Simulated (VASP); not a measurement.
# Hg (I4/mmm) in VASP: a series of runs

Hg is run at these levels: PBEsol; tasks: single point.

Program: VASP 6.6.1. These are calculated values, not measurements. Logs are shortened: lines on timing, memory, paths and dates and some standing lists are left out, and cuts for length are marked.

## Step 1: The cell of the first run

The structure is tetragonal, space group I4/mmm (No. 139). The conventional cell has a = 3.781 Å, b = 3.781 Å, c = 3.443 Å, α = 90.00°, β = 90.00°, γ = 90.00°. Hg (site symmetry 4/mmm) has 14 Hg at 3.18 to 3.78 Å within 4.2 Å.

## Step 2: Single point, PBEsol (strain along c alone, the other axes held: +3.0 %)

File INCAR:

```
PREC = Accurate
ENCUT = 520
EDIFF = 1E-6
ISMEAR = 0
SIGMA = 0.1
LREAL = F
LASPH = T
NELM = 60
ALGO = Fast
ISIF = 2
LWAVE = F
LCHARG = T
GGA = PS
LELF = T
LVHAR = T
NBANDS = 19
```

File KPOINTS:

```
regular mesh
0
Gamma
  12 12 12
```

File POSCAR:

```
Hg
1.0
    3.7807521512      0.0000000000      0.0000000000
    0.0000000000      3.7807521512      0.0000000000
    0.0000000000      0.0000000000      3.4430419321
Hg
2
Direct
    0.0000000000      0.0000000000      0.0000000000
    0.5000000000      0.5000000000      0.5000000000
```

Potentials or basis: VASP PAW PBE potentials, release 64 (Hg).

On the command line:

```console
> cat potpaw_PBE.64/Hg/POTCAR > POTCAR
> mpirun -np 1 vasp_std > vasp.out
```

OUTCAR:

```text
PREC = Accurate
   ENCUT = 520
   EDIFF = 1E-6
   ISMEAR = 0
   LREAL = F
   LASPH = T
   NELM = 60
   ISIF = 2
   GGA = PS

 ion  position               nearest neighbor table
   1  0.000  0.000  0.000-   2 3.18   2 3.18   2 3.18   2 3.18   2 3.18   2 3.18   2 3.18   2 3.18

   2  0.500  0.500  0.500-   1 3.18   1 3.18   1 3.18   1 3.18   1 3.18   1 3.18   1 3.18   1 3.18

  LATTYP: Found a simple tetragonal cell.
 ALAT       =     3.7807521512
 C/A-ratio  =     0.9106764460

  Lattice vectors:

 A1 = (   3.7807521512,   0.0000000000,   0.0000000000)
 A2 = (   0.0000000000,   3.7807521512,   0.0000000000)
 A3 = (   0.0000000000,   0.0000000000,   3.4430419321)

Analysis of symmetry for initial positions (statically):
=====================================================================
 Subroutine PRICEL returns following result:

  LATTYP: Found a body centered tetragonal cell.
 ALAT       =     3.7807521512
 C/A-ratio  =     0.9106764460

  Lattice vectors:

 A1 = (  -1.8903760756,  -1.8903760756,  -1.7215209660)
 A2 = (   1.8903760756,   1.8903760756,  -1.7215209660)
 A3 = (   1.8903760756,  -1.8903760756,   1.7215209660)

   2 primitive cells build up your supercell.

 Routine SETGRP: Setting up the symmetry group for a
 simple tetragonal supercell.

 Subroutine GETGRP returns: Found 16 space group operations
 (whereof 16 operations were pure point group operations)
 out of a pool of 16 trial point group operations.

The static configuration has the point symmetry D_4h.

Analysis of symmetry for dynamics (positions and initial velocities):
=====================================================================
 Subroutine PRICEL returns following result:

  LATTYP: Found a body centered tetragonal cell.
 ALAT       =     3.7807521512
 C/A-ratio  =     0.9106764460

  Lattice vectors:

 A1 = (  -1.8903760756,  -1.8903760756,  -1.7215209660)
 A2 = (   1.8903760756,   1.8903760756,  -1.7215209660)
 A3 = (   1.8903760756,  -1.8903760756,   1.7215209660)

   2 primitive cells build up your supercell.

 Routine SETGRP: Setting up the symmetry group for a
 simple tetragonal supercell.

 Subroutine GETGRP returns: Found 16 space group operations
 (whereof 16 operations were pure point group operations)
 out of a pool of 16 trial point group operations.

The dynamic configuration has the point symmetry D_4h.

[... 90 lines left out ...]
   ISPIN  =      1    spin polarized calculation?
   LNONCOLLINEAR =      F non collinear calculations
   LSORBIT =      F    spin-orbit coupling
   LASPH  =      T    aspherical Exc in radial PAW
   ENCUT  =  520.0 eV  38.22 Ry    6.18 a.u.   7.03  7.03  6.40*2*pi/ulx,y,z
   NELM   =     60;   NELMIN=  2; NELMDL= -5     # of ELM steps
   EDIFF  = 0.1E-05   stopping-criterion for ELM
   LREAL  =      F    real-space projection
   EDIFFG = 0.1E-04   stopping-criterion for IOM
   NSW    =      0    number of steps for IOM
   IBRION =     -1    ionic relax: 0-MD 1-quasi-New 2-CG
   NFREE  =      0    steps in history (QN), initial steepest desc. (CG)
   ISIF   =      2    stress and relaxation
   ISYM   =      2    0-nonsym 1-usesym 2-fastsym
   POTIM  = 0.5000    time-step for ionic-motion
   TEBEG  =    0.0;   TEEND  =   0.0 temperature during run
   PSTRESS=    0.0 pullay stress
   NELECT =      24.0000    total number of electrons
   NUPDOWN=      -1.0000    fix difference up-down
   EMIN   =  10.00;   EMAX   =-10.00  energy-range for DOS
   EFERMI =   0.00;   METHOD = LEGACY
   ISMEAR =     0;   SIGMA  =   0.10  broadening in eV -4-tet -1-fermi 0-gaus
   EFERMI_NEDOS =   21; number of points for ismear=-14 and -15
   IALGO  =     68    algorithm
   IMIX   =      4    mixing-type and parameters
     AMIX     =   0.40;   BMIX     =  1.00
     AMIX_MAG =   1.60;   BMIX_MAG =  1.00
  volume/ion in A,a.u.               =      24.61       166.06
  Fermi-wavevector in a.u.,A,eV,Ry     =   1.288583  2.435068 22.591735  1.660446
  Thomas-Fermi vector in A             =   2.420528
   LORBIT       =      0    0 simple, 1 ext, 2 COOP (PROOUT), +10 PAW based schemes
   GGA     = PS    functional components
   LHFCALC =     F    Hartree Fock is set to
   AEXX    =    0.0000 exact exchange contribution
   IVDW    =     0    specifies the selected vdW correction
   LEPSILON=     F    determine dielectric tensor
   LRPA    =     F    only Hartree local field effects (RPA)
 non-spin polarized calculation
 RMM-DIIS sequential band-by-band and
 Gauss-broadening in eV      SIGMA  =   0.10
  energy-cutoff  :      520.00
  volume of cell :       49.22
 maximum number of plane-waves:      1348
   NGX = 15   NGY = 15   NGZ = 13

 number of electron      23.9999999 magnetization

 Free energy of the ion-electron system (eV)
  ---------------------------------------------------
  ext. energy  EPLUGINS =         0.00000000
  ---------------------------------------------------
  free energy    TOTEN  =        -1.10654821 eV

  energy without entropy =       -1.10294339  energy(sigma->0) =       -1.10474580

 E-fermi :   2.1976     XC(G=0): -10.8221

 val. band max:        2.1942115509   @ k =   0.1667   0.0000   0.0000
 cond. band min:       2.2063201424   @ k =   0.1667   0.1667   0.2500
 fundamental gap:      0.0121085916
 Fermi energy:         2.1975660873

 k-point     1 :       0.0000    0.0000    0.0000
  band No.  band energies     occupation
      1      -6.5304      2.00000
      2      -5.4072      2.00000
      3      -5.3652      2.00000
      4      -4.8699      2.00000
      5      -4.5998      2.00000
      6      -4.5998      2.00000
[... 505 lines left out ...]
      6      -4.2010      2.00000
[... 11 lines left out ...]
     18      13.7285      0.00000
     19      17.8225      0.00000

 [... further k-points ...]

------------------------ aborting loop because EDIFF is reached ----------------------------------------

  FORCE on cell =-STRESS in cart. coord.  units (eV):
  Direction    XX          YY          ZZ          XY          YZ          ZX
  --------------------------------------------------------------------------------------
  -------------------------------------------------------------------------------------
  Total       -0.2633904     -0.2633904     -0.1590239      0.0000000      0.0000000      0.0000000
  in kB       -8.5745591     -8.5745591     -5.1769527      0.0000000      0.0000000      0.0000000
  external PRESSURE =      -7.4420236 kB  Pullay stress =       0.0000000 kB

 VOLUME and BASIS-vectors are now :
 -----------------------------------------------------------------------------
  energy-cutoff  :      520.00
  volume of cell :       49.22
      direct lattice vectors                 reciprocal lattice vectors
     3.780752151  0.000000000  0.000000000     0.264497634  0.000000000  0.000000000
     0.000000000  3.780752151  0.000000000     0.000000000  0.264497634  0.000000000
     0.000000000  0.000000000  3.443041932     0.000000000  0.000000000  0.290440843

 POSITION                                       TOTAL-FORCE (eV/Angst)
 -----------------------------------------------------------------------------------
      0.00000      0.00000      0.00000         0.000000      0.000000     -0.000000
      1.89038      1.89038      1.72152        -0.000000     -0.000000      0.000000
 -----------------------------------------------------------------------------------
    total drift:                                0.000000      0.000000      0.000000

  FREE ENERGIE OF THE ION-ELECTRON SYSTEM (eV)
  ---------------------------------------------------
  free  energy   TOTEN  =        -1.1065482147 eV

  energy  without entropy=       -1.1029433894  energy(sigma->0) =       -1.10474580
```

OSZICAR:

```text
N       E                     dE             d eps       ncg     rms          rms(c)
DAV:   1     0.181062228127E+03    0.18106E+03   -0.12560E+04  7560   0.122E+03
DAV:   2     0.292732315677E+01   -0.17813E+03   -0.16916E+03  7703   0.315E+02
DAV:   3    -0.119118622508E+01   -0.41185E+01   -0.41078E+01  8482   0.533E+01
DAV:   4    -0.119738344139E+01   -0.61972E-02   -0.61965E-02  8208   0.202E+00
DAV:   5    -0.119739261120E+01   -0.91698E-05   -0.91696E-05  8233   0.758E-02    0.447E+00
RMM:   6    -0.111409264207E+01    0.83300E-01   -0.17435E-01  7494   0.348E+00    0.349E+00
RMM:   7    -0.110713656484E+01    0.69561E-02   -0.23627E-02  7743   0.993E-01    0.162E+00
RMM:   8    -0.110651781777E+01    0.61875E-03   -0.26104E-03  7819   0.641E-01    0.821E-02
RMM:   9    -0.110653784928E+01   -0.20032E-04   -0.18915E-04  8145   0.118E-01    0.343E-02
RMM:  10    -0.110654907692E+01   -0.11228E-04   -0.47563E-05  7921   0.827E-02    0.124E-02
RMM:  11    -0.110654821468E+01    0.86224E-06   -0.50709E-06  7423   0.197E-02
   1 F= -.11065482E+01 E0= -.11047458E+01  d E =-.360483E-02
```

Wall time 84 s (1 thread of Intel Xeon 6975P-C, shared host); peak memory 0.26 GiB.

Results:

```yaml
Free_energy: -1.1065 eV
Pressure: -0.7 GPa
Band_gap_on_the_k_mesh: zero (band 12 reaches 4.93 eV, above the bottom of band 13 at 0.73 eV)
```

Stress tensor (GPa, compression positive):
```
-0.86  0.00  0.00
 0.00 -0.86  0.00
 0.00  0.00 -0.52
```

Caveat: the cell differs from its parent crystal (strain along c alone, the other axes held: +3.0 %); the PAW data sets were made with another functional, which shifts forces and pressure a little; spin-orbit coupling is left out, which moves the levels of the heavy elements.

## Step 3: Single point, PBEsol (biaxial strain in the a-b plane: +3.0 %, then relaxed in part)

File INCAR:

```
SYSTEM = Hg
ALGO = Fast
EDIFF = 1E-6
ENCUT = 520
GGA = PS
ISIF = 2
ISMEAR = 0
LASPH = .True.
LCHARG = .False.
LREAL = .False.
LWAVE = .False.
NBANDS = 19
NELM = 80
PREC = Accurate
SIGMA = 0.1
```

File KPOINTS:

```
k-points
0
Gamma
  12 12 12
  0 0 0
```

File POSCAR:

```
Hg
1.0
    3.8941747159      0.0000000000      0.0000000000
    0.0000000000      3.8941747159      0.0000000000
    0.0000000000      0.0000000000      3.1841585634
Hg
2
Direct
    0.0000000000      0.0000000000      0.0000000000
    0.5000000000      0.5000000000      0.5000000000
```

Potentials or basis: VASP PAW PBE potentials, release 64 (Hg).

On the command line:

```console
> cat potpaw_PBE.64/Hg/POTCAR > POTCAR
> mpirun -np 1 vasp_std > vasp.out
```

Run time: 3.6 min. Hardware: 1 thread of Oxide Virtual Turin-like, shared host; peak memory 0.23 GiB.

It converged, with:

| Item | Value |
| --- | --- |
| Free energy | -1.1031 eV |
| Pressure | -0.1 GPa |
| Band gap on the k mesh | zero (band 12 reaches 4.53 eV, above the bottom of band 13 at 0.56 eV) |

Stress tensor (GPa, compression positive):
```
-0.41  0.00  0.00
 0.00 -0.41  0.00
 0.00  0.00  0.40
```

Levels at points of the mesh, in eV from the Fermi level:
| k point | band 9 | band 10 | band 11 | band 12 | band 13 | band 14 | band 15 | band 16 |
| --- | --- | --- | --- | --- | --- | --- | --- | --- |
| (0.00, 0.00, 0.00) | -5.59 | -5.59 | -5.44 | 2.28 | 2.50 | 2.50 | 7.55 | 8.74 |
| (0.50, 0.00, 0.00) | -6.09 | -6.09 | -5.17 | -5.17 | 6.74 | 6.74 | 7.23 | 7.23 |
| (0.50, 0.50, 0.00) | -5.48 | -5.48 | -2.06 | -2.06 | -1.70 | -1.70 | 12.39 | 12.39 |
| (0.00, 0.00, 0.50) | -6.31 | -6.31 | -3.41 | -3.41 | 6.32 | 6.32 | 8.27 | 8.27 |
| (0.50, 0.00, 0.50) | -5.47 | -5.47 | -0.86 | -0.86 | -0.50 | -0.50 | 8.59 | 8.59 |
| (0.50, 0.50, 0.50) | -5.76 | -5.76 | -0.24 | -0.24 | 2.69 | 2.69 | 4.09 | 4.09 |

Caveat: the cell differs from its parent crystal (biaxial strain in the a-b plane: +3.0 %, then relaxed in part); the PAW data sets were made with another functional, which shifts forces and pressure a little; spin-orbit coupling is left out, which moves the levels of the heavy elements.
